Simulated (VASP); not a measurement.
# Mo (P6/mmm) in VASP: a series of runs, part 2 of 2

VASP 6.6.1. The steps go on from the part before.

## Step 3: Single point, PBE

File INCAR:

```
ALGO = Normal
EDIFF = 1E-6
ENCUT = 520
GGA = PE
ISIF = 2
ISMEAR = 0
LASPH = T
LCHARG = T
LELF = T
LREAL = F
LVHAR = T
LWAVE = F
NBANDS = 13
NELM = 100
PREC = Accurate
SIGMA = 0.1
```

File KPOINTS:

```
k-points
0
Gamma
  18 18 16
```

File POSCAR:

```
Mo
1.0
    2.7701999795      0.0000000000      0.0000000000
   -1.3850999898      2.3990635558      0.0000000000
    0.0000000000      0.0000000000      2.5259381491
Mo
1
Direct
    0.0000000000      0.0000000000      0.5000000000
```

Potentials or basis: VASP PAW PBE potentials, release 64 (Mo_sv).

The run is started by

```
$ cat potpaw_PBE.64/Mo_sv/POTCAR > POTCAR
$ mpirun -np 1 vasp_std > vasp.out
```

OUTCAR:

```text
EDIFF = 1E-6
   ENCUT = 520
   GGA = PE
   ISIF = 2
   ISMEAR = 0
   LASPH = T
   LREAL = F
   NELM = 100
   PREC = Accurate

 ion  position               nearest neighbor table
   1  0.000  0.000  0.500-

  LATTYP: Found a hexagonal cell.
 ALAT       =     2.7701999795
 C/A-ratio  =     0.9118251995

  Lattice vectors:

 A1 = (   2.7701999795,   0.0000000000,   0.0000000000)
 A2 = (  -1.3850999898,   2.3990635558,   0.0000000000)
 A3 = (   0.0000000000,   0.0000000000,   2.5259381491)

Analysis of symmetry for initial positions (statically):
=====================================================================
 Subroutine PRICEL returns:
 Original cell was already a primitive cell.

 Routine SETGRP: Setting up the symmetry group for a
 hexagonal supercell.

 Subroutine GETGRP returns: Found 24 space group operations
 (whereof 24 operations were pure point group operations)
 out of a pool of 24 trial point group operations.

The static configuration has the point symmetry D_6h.

Analysis of symmetry for dynamics (positions and initial velocities):
=====================================================================
 Subroutine PRICEL returns:
 Original cell was already a primitive cell.

 Routine SETGRP: Setting up the symmetry group for a
 hexagonal supercell.

 Subroutine GETGRP returns: Found 24 space group operations
 (whereof 24 operations were pure point group operations)
 out of a pool of 24 trial point group operations.

The dynamic configuration has the point symmetry D_6h.

 Subroutine INISYM returns: Found 24 space group operations
 (whereof 24 operations are pure point group operations),
 and found     1 'primitive' translations

----------------------------------------------------------------------------------------

                                     Primitive cell

  volume of cell :      16.7871

  direct lattice vectors                    reciprocal lattice vectors
[... 107 lines left out ...]
  Fermi-wavevector in a.u.,A,eV,Ry     =   1.540963  2.911999 32.307960  2.374568
  Thomas-Fermi vector in A             =   2.646976
   LORBIT       =      0    0 simple, 1 ext, 2 COOP (PROOUT), +10 PAW based schemes
   GGA     = PE    functional components
   LHFCALC =     F    Hartree Fock is set to
   AEXX    =    0.0000 exact exchange contribution
   IVDW    =     0    specifies the selected vdW correction
   LEPSILON=     F    determine dielectric tensor
   LRPA    =     F    only Hartree local field effects (RPA)
 non-spin polarized calculation
 Gauss-broadening in eV      SIGMA  =   0.10
  energy-cutoff  :      520.00
  volume of cell :       16.79
 maximum number of plane-waves:       464
 NGX is ok and might be reduce to    24
   NGX = 11   NGY = 11   NGZ =  9

 number of electron      14.0000000 magnetization

 Free energy of the ion-electron system (eV)
  ---------------------------------------------------
  ext. energy  EPLUGINS =         0.00000000
  ---------------------------------------------------
  free energy    TOTEN  =       -10.05777791 eV

  energy without entropy =      -10.05196047  energy(sigma->0) =      -10.05486919

 E-fermi :  11.3082     XC(G=0): -12.8996

 val. band max:       11.3052302902   @ k =   0.0000   0.0000   0.4375
 cond. band min:      11.3214067049   @ k =   0.3333   0.0556   0.2500
 fundamental gap:      0.0161764147
 Fermi energy:        11.3082018639

 k-point     1 :       0.0000    0.0000    0.0000
  band No.  band energies     occupation
      1     -49.6900      2.00000
      2     -23.0380      2.00000
      3     -23.0380      2.00000
      4     -22.8435      2.00000
      5       4.6324      2.00000
      6       7.0395      2.00000
      7      10.4453      2.00000
      8      10.4453      2.00000
      9      15.4672      0.00000
     10      15.4672      0.00000
     11      24.1906      0.00000
     12      27.6688      0.00000
     13      31.4647      0.00000
[... 354 lines left out ...]
  band No.  band energies     occupation
      1     -49.4955      2.00000
      2     -24.1941      2.00000
      3     -23.4099      2.00000
      4     -22.7107      2.00000
      5       7.0379      2.00000
      6       8.0800      2.00000
      7      11.2941      1.15813
      8      12.7984      0.00000
      9      14.6335      0.00000
     10      16.0194      0.00000
     11      21.0765      0.00000
     12      23.6579      0.00000
     13      28.9433      0.00000

 [... further k-points ...]
[... 5 lines left out ...]
  --------------------------------------------------------------------------------------
  -------------------------------------------------------------------------------------
  Total        0.0427792      0.0427792      0.0707419     -0.0000000     -0.0000000      0.0000000
  in kB        4.0828900      4.0828900      6.7516807     -0.0000000     -0.0000000      0.0000000
  external PRESSURE =       4.9724869 kB  Pullay stress =       0.0000000 kB

 VOLUME and BASIS-vectors are now :
 -----------------------------------------------------------------------------
  energy-cutoff  :      520.00
  volume of cell :       16.79
      direct lattice vectors                 reciprocal lattice vectors
     2.770199980  0.000000000  0.000000000     0.360984769  0.208414654  0.000000000
    -1.385099990  2.399063556  0.000000000     0.000000000  0.416829307  0.000000000
     0.000000000  0.000000000  2.525938149     0.000000000  0.000000000  0.395892512

 POSITION                                       TOTAL-FORCE (eV/Angst)
 -----------------------------------------------------------------------------------
      0.00000      0.00000      1.26297        -0.000000      0.000000      0.000000
 -----------------------------------------------------------------------------------
    total drift:                                0.000000      0.000000     -0.000000

  FREE ENERGIE OF THE ION-ELECTRON SYSTEM (eV)
  ---------------------------------------------------
  free  energy   TOTEN  =       -10.0577779149 eV

  energy  without entropy=      -10.0519604663  energy(sigma->0) =      -10.05486919
```

stdout:

```text
POSCAR found type information on POSCAR Mo
 POSCAR found :  1 types and       1 ions
 scaLAPACK will be used
 LDA part: xc-table for (Slater+PW92), standard interpolation
 POSCAR, INCAR and KPOINTS ok, starting setup
 FFT: planning ... GRIDC
 FFT: planning ... GRID_SOFT
 FFT: planning ... GRID
 WAVECAR not read
 entering main loop
```

It took 26 s on 1 thread of Intel Xeon Platinum 8488C (Sapphire Rapids), shared host; peak memory 0.18 GiB.

What came out:

* Free energy: -10.0578 eV
* Pressure: 0.5 GPa
* Band gap on the k mesh: zero (band 7 reaches 12.27 eV, above the bottom of band 8 at 10.45 eV)

## Step 4: Single point, PBE (strained)

File INCAR:

```
  PREC = Accurate
  ENCUT = 520
  EDIFF = 1E-6
  ISMEAR = 0
  SIGMA = 0.1
  LREAL = F
  LASPH = T
  NELM = 100
  ALGO = Fast
  ISIF = 2
  LWAVE = F
  LCHARG = F
  GGA = PE
  NBANDS = 13
```

File KPOINTS:

```
regular mesh
0
Gamma
  18 18 16
```

File POSCAR:

```
Mo
1.0
    2.6466336644      0.0000000000      0.0000000000
   -1.3233168322      2.2920519879      0.0000000000
    0.0000000000      0.0000000000      2.4338351686
Mo
1
Direct
    0.0000000000      0.0000000000      0.5000000000
```

The run is started by

```
$ cat potpaw_PBE.64/Mo_sv/POTCAR > POTCAR
$ mpirun -np 1 vasp_std > vasp.out
```

It took 17 s on 1 thread of Intel Xeon 6975P-C (Granite Rapids), shared host; peak memory 0.17 GiB.

It converged, with:

```
Free energy            : -9.8511 eV
Pressure               : 35.7 GPa
Band gap on the k mesh : zero (band 7 reaches 14.68 eV, above the bottom of band 8 at 12.24 eV)
```

Stress tensor (GPa, compression positive):
```
36.89  0.00  0.00
 0.00 36.89  0.00
 0.00  0.00 33.25
```

Levels at points of the mesh, in eV from the Fermi level:
| k point | band 4 | band 5 | band 6 | band 7 | band 8 | band 9 | band 10 | band 11 |
| --- | --- | --- | --- | --- | --- | --- | --- | --- |
| (0.00, 0.00, 0.00) | -33.88 | -7.07 | -4.99 | -1.10 | -1.10 | 4.92 | 4.92 | 12.98 |
| (0.50, 0.00, 0.00) | -33.67 | -5.57 | -3.53 | 1.34 | 1.38 | 4.15 | 5.05 | 11.58 |
| (0.00, 0.00, 0.50) | -33.84 | -3.76 | -0.06 | -0.06 | 0.34 | 0.73 | 0.73 | 12.17 |
| (0.50, 0.00, 0.50) | -34.24 | -6.25 | -3.75 | -0.74 | 5.52 | 6.90 | 7.19 | 8.40 |

Caveat: the cell differs from its parent crystal (strained).

## Step 5: Single point, PBE (strained)

File INCAR:

```
PREC = Accurate ; ENCUT = 520
EDIFF = 1E-6 ; ISMEAR = 0
SIGMA = 0.1 ; LREAL = False
LASPH = True ; NELM = 100
ALGO = Fast ; ISIF = 2
LWAVE = False ; LCHARG = False
GGA = PE ; NBANDS = 13
```

KPOINTS is that of step 4.

File POSCAR:

```
Mo
1.0
    2.6014977428      0.0000000000      0.0000000000
   -1.3007488714      2.2529631332      0.0000000000
    0.0000000000      0.0000000000      2.5833132395
Mo
1
Direct
    0.0000000000      0.0000000000      0.5000000000
```

The run is started by

```
$ cat potpaw_PBE.64/Mo_sv/POTCAR > POTCAR
$ mpirun -np 1 vasp_std > vasp.out
```

Wall time 19 s (1 thread of Intel Xeon 6975P-C (Granite Rapids), shared host); peak memory 0.17 GiB.

It converged, with:

| Property | Result |
| --- | --- |
| Free energy | -9.8279 eV |
| Pressure | 29.8 GPa |
| Band gap on the k mesh | zero (band 7 reaches 14.06 eV, above the bottom of band 8 at 12.00 eV) |

Stress tensor (GPa, compression positive):
```
42.26  0.00  0.00
 0.00 42.26  0.00
 0.00  0.00  4.84
```

Levels at points of the mesh, in eV from the Fermi level:
```tsv
k point	band 3	band 4	band 5	band 6	band 7	band 8	band 9	band 10	band 11	band 12
(0.00, 0.00, 0.00)	-34.12	-34.12	-7.20	-4.92	-1.14	-1.14	4.33	4.33	13.33	14.86
(0.50, 0.00, 0.00)	-34.61	-34.22	-5.74	-3.12	0.00	1.48	3.41	5.35	11.85	14.80
(0.00, 0.00, 0.50)	-33.98	-33.98	-4.41	-0.50	-0.46	-0.46	1.45	1.45	9.67	15.96
(0.50, 0.00, 0.50)	-35.69	-34.45	-6.10	-4.46	-0.13	5.61	6.23	6.32	8.09	16.66
```

Caveat: the cell differs from its parent crystal (strained).

## Step 6: The runs side by side

| cell | k mesh | smearing | gap on the mesh (eV) | pressure (GPa) |
| --- | --- | --- | --- | --- |
| a = 2.770, b = 2.770, c = 2.526 Å, angles 90.0, 90.0, 120.0°, 1 atom | 12 × 12 × 14 | gaussian 0.15 eV | none | 0.6 |
| a = 2.770, b = 2.770, c = 2.526 Å, angles 90.0, 90.0, 120.0°, 1 atom | 18 × 18 × 16 | gaussian 0.1 eV | none | 0.5 |
| a = 2.647, b = 2.647, c = 2.434 Å, angles 90.0, 90.0, 120.0°, 1 atom | 18 × 18 × 16 | gaussian 0.1 eV | none | 35.7 |
| a = 2.601, b = 2.601, c = 2.583 Å, angles 90.0, 90.0, 120.0°, 1 atom | 18 × 18 × 16 | gaussian 0.1 eV | none | 29.8 |

Alike in all rows: task single point; level PBE; potentials or basis VASP PAW PBE potentials, release 64 (Mo_sv); no spin polarisation; cutoff (eV) 520.

Total energies depend on the potentials used, so only differences within one code and one set of settings carry meaning.
